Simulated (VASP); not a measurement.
Set up this calculation in VASP 6.6.1, as the native input.

```yaml
Task: single point
Functional: PBE
Potentials_or_basis: VASP PAW PBE potentials, release 64 (Ga_d, Ge_d)
Cutoff: 520 eV
k_mesh: 14 × 14 × 14
Occupations: gaussian, width 0.15 eV
Spin: no spin polarisation
Dipole_correction: no
Further_INCAR_settings: ALGO = Normal; EDIFF = 1e-07; NBANDS = 20
```

The structure of GaGe lies in POSCAR:

```
GaGe
1.0
    0.0000000000      2.8978440000      2.8109086800
    2.8978440000      0.0000000000      2.8109086800
    2.8978440000      2.8978440000      0.0000000000
Ga Ge
1 1
Direct
    0.7500000000      0.7500000000      0.7500000000
    0.0000000000      0.0000000000      0.0000000000
```

This cell differs from its parent crystal: strain +0.000 along x and y, -0.030 along z.

These files were run (other wordings do the same):

INCAR

```
  PREC = Accurate
  ENCUT = 520
  EDIFF = 1E-7
  ISMEAR = 0
  SIGMA = 0.15
  LREAL = F
  LASPH = T
  NELM = 80
  ALGO = Normal
  ISIF = 2
  LWAVE = F
  LCHARG = F
  GGA = PE
  NBANDS = 20
```

KPOINTS

```
Automatic mesh
0
Gamma
  14 14 14
```

Potentials or basis: VASP PAW PBE potentials, release 64 (Ga_d, Ge_d).

The run is started by

```console
$ cat potpaw_PBE.64/Ga_d/POTCAR potpaw_PBE.64/Ge_d/POTCAR > POTCAR
$ mpirun -np 1 vasp_std > vasp.out
```

It gave:

| Item | Value |
| --- | --- |
| Pressure | 1.7 GPa |
| Band gap on the k mesh | zero (an odd number of electrons rules out a gap without spin polarisation) |

Caveat: the cell differs from its parent crystal (strain +0.000 along x and y, -0.030 along z).

It took 3.8 min on 1 thread of Intel(R) Xeon(R) Platinum 8259CL CPU @ 2.50GHz (Skylake/Cascade Lake) (shared host), peak memory 0.35 GiB.
